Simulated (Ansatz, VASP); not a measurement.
One calculation of MnO, two programs

```xyz
4
Lattice="3.2705 0.0000 0.0000 -1.6353 2.8324 0.0000 0.0000 0.0000 5.3855" Properties=species:S:1:pos:R:3 pbc="T T T"
Mn    0.0000    1.8883    0.0590
Mn    1.6353    0.9441    2.7518
O     0.0000    1.8883    2.0221
O     1.6353    0.9441    4.7148
```

Change from the starting cell: equal xx and yy strain of -3 %, crystal datasets.

Alike in both runs: task electric field gradients; functional PBEsol; k mesh 14 × 14 × 8; occupations fermi-dirac, width 0.05 eV; collinear spin.

```csv
,VASP,Ansatz
version,VASP 6.6.1,Ansatz 0.2.0
potentials or method,"VASP PAW PBE potentials, release 64 (Mn_pv, O), cutoff 520 eV","all-electron PAW with datasets made for the crystal, scalar-relativistic"
```

```csv
,VASP,Ansatz,Ansatz less VASP
pressure (GPa),8.5,8.0,-0.50
"traceless stress, the component that is largest in VASP (GPa)",2.46,2.35,-0.107
rms of the force components (eV/Å),0.208,0.201,-0.0070
net moment per atom (μB),2.46,2.46,+0.001
size of the moment on the site where the two differ most (μB),4.33,3.78,-0.556
size of Vzz on the site where it differs most (V/Å²),17.6,18.2,+0.66
```

VASP's potentials were made for PBE, not for PBEsol. Site moments also hang on the region over which each program counts them. Atom by atom the forces differ by 0.007 eV/Å (rms over components). Ansatz ran all-electron here, and VASP with PAW potentials. Ansatz's warnings: frozen core search ended.
